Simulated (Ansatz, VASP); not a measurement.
## B3MoP4 in VASP and in Ansatz

Contents of INCAR:

```
ALGO = Normal ; EDIFF = 1E-6
ENCUT = 520 ; GGA = PE
ISIF = 2 ; ISMEAR = 0
LASPH = True ; LCHARG = False
LREAL = False ; LWAVE = False
NBANDS = 32 ; NELM = 80
PREC = Accurate ; SIGMA = 0.1
```

File KPOINTS:

```
k-points
0
Gamma
  4 4 4
```

POSCAR

```
B3MoP4
1.0
    5.0555147100      0.0000000000      0.0000000000
    0.0000000000      5.0555147100      0.0000000000
    0.0000000000      0.0000000000      5.0555147100
B Mo P
3 1 4
Direct
    0.5000000000      0.0000000000      0.0000000000
    0.0000000000      0.5000000000      0.0000000000
    0.0000000000      0.0000000000      0.5000000000
    0.5000000000      0.5000000000      0.5000000000
    0.2904462700      0.2904462700      0.2904462700
    0.7095537300      0.7095537300      0.2904462700
    0.7095537300      0.2904462700      0.7095537300
    0.2904462700      0.7095537300      0.7095537300
```

Input for Ansatz:

```yaml
crystal:
  lattice:
    - [5.05551471, 0.0, 0.0]
    - [0.0, 5.05551471, 0.0]
    - [0.0, 0.0, 5.05551471]
  atoms:
    - { symbol: B, position: [0.5, 0.0, 0.0] }
    - { symbol: B, position: [0.0, 0.5, 0.0] }
    - { symbol: B, position: [0.0, 0.0, 0.5] }
    - { symbol: Mo, position: [0.5, 0.5, 0.5] }
    - { symbol: P, position: [0.29044627, 0.29044627, 0.29044627] }
    - { symbol: P, position: [0.70955373, 0.70955373, 0.29044627] }
    - { symbol: P, position: [0.70955373, 0.29044627, 0.70955373] }
    - { symbol: P, position: [0.29044627, 0.70955373, 0.70955373] }
basis:
  ecutwfc: 420
kpoints:
  mp_grid: { grid: [4, 4, 4] }
hamiltonian:
  xc: pbe
scf:
  occupations: { method: gaussian, width: 0.1 }
  lower_state_search: "off"
output:
  forces: true
  stress: true
  eigenvalues: true
```

Alike in both runs: task single point; functional PBE; k mesh 4 × 4 × 4; occupations gaussian, width 0.1 eV; no spin polarisation.

|  | VASP | Ansatz |
| --- | --- | --- |
| version | VASP 6.6.1 | Ansatz 0.2.0 |
| potentials or method | VASP PAW PBE potentials, release 64 (B, Mo_sv, P), cutoff 520 eV | scalar-relativistic, plane waves, PAW |
| valence electrons in the cell | 43 | 43 |

Ansatz gave:

- gap on the k mesh at the Fermi level (eV): none
- rms of the force components (eV/Å): 8.126

Q: Estimate VASP's values.

A: gap on the k mesh at the Fermi level (eV): none; rms of the force components (eV/Å): 8.088.

Atom by atom the forces differ by 0.038 eV/Å (rms over components). A gap of «none» marks a metal or a gap that the smearing closes.
